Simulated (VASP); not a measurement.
Input of a VASP 6.6.1 run:

Contents of INCAR:

```
SYSTEM = KI
PREC = Accurate ; ENCUT = 520
EDIFF = 1E-6 ; ISMEAR = 0
SIGMA = 0.05 ; LREAL = .FALSE.
LASPH = .TRUE. ; NELM = 80
ALGO = Normal ; ISIF = 2
LWAVE = .FALSE. ; LCHARG = .FALSE.
GGA = PE ; NBANDS = 15
```

File KPOINTS:

```
Automatic mesh
0
G
  6 6 6
  0 0 0
```

File POSCAR:

```
KI
1.0
    0.0000000000      3.3483225000      3.5245500000
    3.3483225000      0.0000000000      3.5245500000
    3.3483225000      3.3483225000      0.0000000000
K I
1 1
Direct
    0.0000000000      0.0000000000      0.0000000000
    0.5000000000      0.5000000000      0.5000000000
```

Potentials or basis: VASP PAW PBE potentials, release 64 (K_sv, I).

Launch:

```console
$ cat potpaw_PBE.64/K_sv/POTCAR potpaw_PBE.64/I/POTCAR > POTCAR
$ mpirun -np 1 vasp_std > vasp.out
```

Question: Estimate the pressure.

Answer: 2.7 GPa.

Question: Estimate the band gap on the k mesh.

Answer: 4.21 eV, direct.

Stress tensor (GPa, compression positive):
```
3.38 0.00 0.00
0.00 3.38 0.00
0.00 0.00 1.21
```

Caveat: the cell differs from its parent crystal (strain -0.050 along x and y, +0.000 along z); spin-orbit coupling is left out, which moves the levels of the heavy elements. A k mesh can miss the band edges.
